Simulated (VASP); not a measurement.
Here is a VASP 6.6.1 calculation.

INCAR

```
PREC = Accurate ; ENCUT = 500
EDIFF = 1E-6 ; ISMEAR = 0
SIGMA = 0.1 ; LREAL = False
LASPH = True ; NELM = 200
ALGO = Normal ; ISIF = 2
LWAVE = False ; LCHARG = False
GGA = PE ; NBANDS = 33
GGA_COMPAT = False ; LMAXMIX = 6
```

Contents of KPOINTS:

```
Automatic mesh
0
Gamma
  12 12 4
```

POSCAR

```
Nd3Si2I
1.0
    4.3899150115      0.0000000000      0.0000000000
   -2.1949575057      3.8017779204      0.0000000000
    0.0000000000      0.0000000000     11.4877826946
Nd Si I
3 2 1
Direct
    0.3333333333      0.6666666667      0.2144452520
    0.0000000000      0.0000000000      0.5000000000
    0.6666666667      0.3333333333      0.7855547480
    0.3333333333      0.6666666667      0.6573035426
    0.6666666667      0.3333333333      0.3426964574
    0.0000000000      0.0000000000      0.0000000000
```

Potentials or basis: VASP PAW PBE potentials, release 64 (Nd_3, Si, I), 4f in core.

Launch:

```sh
$ cat potpaw_PBE.64/Nd_3/POTCAR potpaw_PBE.64/Si/POTCAR potpaw_PBE.64/I/POTCAR > POTCAR
$ mpirun -np 1 vasp_std > vasp.out
```

Question: Predict the band gap on the k mesh.

Answer: Zero (bands 24 and 25 overlap by 0.12 eV).

Question: Estimate the pressure.

Answer: -2.0 GPa.

Question: What does it give for the largest force?

Answer: 0.009 eV/Å.

Forces on the atoms (eV/Å):
```
Nd   0.000  0.000 -0.006
Nd   0.000  0.000  0.000
Nd   0.000  0.000  0.006
Si   0.000  0.000 -0.009
Si   0.000  0.000  0.009
I    0.000  0.000  0.000
```

Caveat: spin-orbit coupling is left out, which moves the levels of the heavy elements; the 4f electrons are frozen in the core, so they carry no moment and show no levels; the run has no spin polarisation, though such a crystal can be magnetic. Spin polarisation is off, so any magnetic state and its effect on volume and gap are missing.
